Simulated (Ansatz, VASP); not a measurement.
## ZnO in VASP and in Ansatz

```
CELL_PARAMETERS angstrom
5.71857 0.00000 0.00000
0.00000 5.71857 0.00000
0.00000 0.00000 3.34328
ATOMIC_POSITIONS crystal
Zn 0.18167 0.18167 0.50000
Zn 0.81833 0.81833 0.50000
Zn 0.68167 0.31833 0.00000
Zn 0.31833 0.68167 0.00000
O 0.81844 0.18156 0.50000
O 0.18156 0.81844 0.50000
O 0.68156 0.68156 0.00000
O 0.31844 0.31844 0.00000
```

Alike in both runs: task single point; functional PBE; k mesh 4 × 4 × 6; no spin polarisation.

|  | VASP | Ansatz |
| --- | --- | --- |
| version | VASP 6.6.1 | Ansatz 0.2.0 |
| potentials or method | VASP PAW PBE potentials, release 64 (Zn, O) | plane waves, PAW |
| plane-wave cutoff (eV) | 520 | 420 |
| occupations | gaussian, width 0.01 eV | fixed |
| valence electrons in the cell | 72 | 72 |

VASP gave:

| Item | Value |
| --- | --- |
| gap on the k mesh at the Fermi level (eV) | 0.68 |
| pressure (GPa) | -5.6 |
| traceless stress, the component that is largest in VASP (GPa) | -0.57 |
| rms of the force components (eV/Å) | 0.021 |

**Question.** Estimate Ansatz's values.

**Answer.** gap on the k mesh at the Fermi level (eV): 0.70; pressure (GPa): -6.3; traceless stress, the component that is largest in VASP (GPa): -0.70; rms of the force components (eV/Å): 0.018.

Atom by atom the forces differ by 0.003 eV/Å (rms over components).
